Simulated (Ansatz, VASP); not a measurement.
**Two plane-wave programs on CdO5**

```
Cd O
1.0
     0.00000    3.26394    3.26394
     3.26394    0.00000    3.26394
     3.26394    3.26394    0.00000
Cd O
1 5
Direct
  0.00000 0.00000 0.00000
  0.75000 0.75000 0.75000
  0.37500 0.37500 0.87500
  0.37500 0.87500 0.37500
  0.87500 0.37500 0.37500
  0.37500 0.37500 0.37500
```

Change from the starting cell: species swapped into the ZrCu5 type (F-43m, No. 216).

Alike in both runs: task relaxation of cell and atoms; functional PBE; k mesh 4 × 4 × 4; occupations gaussian, width 0.1 eV; collinear spin.

```csv
,VASP,Ansatz
version,VASP 6.6.1,Ansatz 0.2.0
potentials or method,"VASP PAW PBE potentials, release 64 (Cd, O), cutoff 600 eV","scalar-relativistic, plane waves, PAW"
valence electrons in the cell,42,50
```

```tsv
	VASP	Ansatz	Ansatz less VASP
gap on the k mesh at the Fermi level, each at its own relaxed structure (eV)	none	none	-
net moment per atom (μB)	0.80	0.81	+0.005
size of the moment on the site where the two differ most (μB)	1.27	1.49	+0.217
relaxed volume (Å³/atom)	10.22	10.26	+0.045
relaxed cell length with the largest relative difference (Å)	4.426	4.433	+0.0064
```

Site moments also hang on the region over which each program counts them. A gap of «none» marks a metal or a gap that the smearing closes. VASP's potentials hold 42 valence electrons a cell and Ansatz's 50, so a difference there can come from the potentials and not from the codes.

The k mesh is coarse, so the values compare programs but aren't converged.
